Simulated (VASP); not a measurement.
## Si2Ni: single point with PBEsol

Si2Ni:

```
Ni Si
1.0
     0.00000    2.70300    2.70300
     2.70300    0.00000    2.70300
     2.70300    2.70300    0.00000
Ni Si
1 2
Direct
  0.00000 0.00000 0.00000
  0.75000 0.75000 0.75000
  0.25000 0.25000 0.25000
```

```yaml
Program: VASP 6.6.1
Task: single point
Functional: PBEsol
Potentials_or_basis: VASP PAW PBE potentials, release 64 (Ni, Si)
Cutoff: 520 eV
k_mesh: 9 × 9 × 9
Occupations: fermi-dirac, width 0.05 eV
Spin: collinear spin, ferromagnetic start
Starting_moments: "[1.0, 0.0, 0.0] μB"
```

```
Pressure                                              : -0.8 GPa
Band gap on the k mesh                                : zero (filled and empty bands overlap)
Net moment                                            : 0.00 μB per cell
Valence electrons inside the program's atomic spheres : Ni 9.83; Si 1.58
```

Levels at points of the mesh, in eV from the Fermi level:
Spin up:
```csv
k point,band 5,band 6,band 7,band 8,band 9,band 10,band 11,band 12,band 13,band 14
"(0.00, 0.00, 0.00)",-3.54,-3.54,-0.29,1.70,1.70,1.70,2.23,2.23,2.23,4.69
```
Spin down:
```tsv
k point	band 6	band 7	band 8	band 9	band 10	band 11	band 12	band 13
(0.00, 0.00, 0.00)	-3.54	-0.29	1.70	1.70	1.70	2.23	2.23	2.23
```

It took 27 s on 1 thread of Intel(R) Xeon(R) 6975P-C (Granite Rapids) (shared host), peak memory 0.19 GiB.

Caveat: the PAW data sets were made with another functional, which shifts forces and pressure a little.
